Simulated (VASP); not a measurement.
Crystal: Ti2C.

```
Ti C
1.0
     0.00000    4.31250    4.31250
     4.31250    0.00000    4.31250
     4.31250    4.31250    0.00000
Ti C
8 4
Direct
  0.85681 0.38106 0.38106
  0.38106 0.38106 0.38106
  0.38106 0.38106 0.85681
  0.86894 0.39319 0.86894
  0.86894 0.86894 0.86894
  0.39319 0.86894 0.86894
  0.86894 0.86894 0.39319
  0.38106 0.85681 0.38106
  0.62500 0.62500 0.62500
  0.12500 0.62500 0.62500
  0.62500 0.62500 0.12500
  0.62500 0.12500 0.62500
```

| Quantity | Value |
| --- | --- |
| Program | VASP 6.6.1 |
| Task | relaxation of cell and atoms |
| Functional | PBEsol |
| Potentials or basis | VASP PAW PBE potentials, release 64 (Ti_sv, C) |
| Cutoff | 600 eV |
| k mesh | 8 × 8 × 8 |
| Occupations | gaussian, width 0.1 eV |
| Spin | no spin polarisation |

At the start: pressure -4.6 GPa; volume 13.37 Å³/atom.

**Question.** Where does the relaxation end?

**Answer.** Over 6 steps the energy falls by 4.9 meV/atom and the volume is 13.01 Å³/atom (-2.7 %); space group Fd-3m (No. 227, to 0.1 Å) before and after.

The path:
```tsv
step	energy change (eV)	largest force (eV/Å)	pressure (GPa)	volume (Å³)
1	0.0000	0.2203	-4.60	160.40
2	0.0834	0.7329	7.50	151.66
3	-0.0547	0.1239	-0.24	156.95
4	-0.0547	0.1315	-0.16	156.88
5	-0.0585	0.0399	-0.02	156.36
6	-0.0589	0.0009	0.04	156.13
```

Final structure:
```
Ti C
1.0
     0.00000    4.27387    4.27387
     4.27387    0.00000    4.27387
     4.27387    4.27387    0.00000
Ti C
8 4
Direct
  0.85751 0.38083 0.38083
  0.38083 0.38083 0.38083
  0.38083 0.38083 0.85751
  0.86917 0.39249 0.86917
  0.86917 0.86917 0.86917
  0.39249 0.86917 0.86917
  0.86917 0.86917 0.39249
  0.38083 0.85751 0.38083
  0.62500 0.62500 0.62500
  0.12500 0.62500 0.62500
  0.62500 0.62500 0.12500
  0.62500 0.12500 0.62500
```

Caveat: the PAW data sets were made with another functional, which shifts forces and pressure a little.
